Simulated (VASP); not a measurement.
Write the native input for VASP 6.6.1 that does the following.

```yaml
Task: single point
Functional: PBE
Potentials_or_basis: VASP PAW PBE potentials, release 64 (K_sv, Cl)
Cutoff: 520 eV
k_mesh: 8 × 8 × 8
Occupations: fermi-dirac, width 0.02 eV
Spin: no spin polarisation
Dipole_correction: no
Further_INCAR_settings: ALGO = Normal; EDIFF = 1e-06; NBANDS = 15
```

The structure of KCl lies in POSCAR:

```
KCl
1.0
    3.7711682906      0.0000000000      0.0000000000
    0.0000000000      3.7711682906      0.0000000000
    0.0000000000      0.0000000000      3.5924149136
K Cl
1 1
Direct
    0.0000000000      0.0000000000      0.0000000000
    0.5000000000      0.5000000000      0.5000000000
```

This cell differs from its parent crystal: uniaxial z strain -4.7%.

One way to write it, as run:

INCAR

```
SYSTEM = KCl
PREC = Accurate
ENCUT = 520
EDIFF = 1E-6
ISMEAR = -1
SIGMA = 0.02
LREAL = .False.
LASPH = .True.
NELM = 80
ALGO = Normal
ISIF = 2
LWAVE = .False.
LCHARG = .False.
GGA = PE
NBANDS = 15
```

KPOINTS

```
regular mesh
0
Gamma
  8 8 8
  0 0 0
```

Potentials or basis: VASP PAW PBE potentials, release 64 (K_sv, Cl).

Launch:

```sh
$ cat potpaw_PBE.64/K_sv/POTCAR potpaw_PBE.64/Cl/POTCAR > POTCAR
$ mpirun -np 1 vasp_std > vasp.out
```

It gave:

```json
{
  "Pressure": "2.4 GPa",
  "Band gap on the k mesh": "5.05 eV, indirect (least direct gap 5.24 eV)"
}
```

Caveat: the cell differs from its parent crystal (uniaxial z strain -4.7%).

It took 35 s on 1 thread of Intel(R) Xeon(R) Platinum 8488C (Sapphire Rapids), with other jobs on the host, peak memory 0.19 GiB.
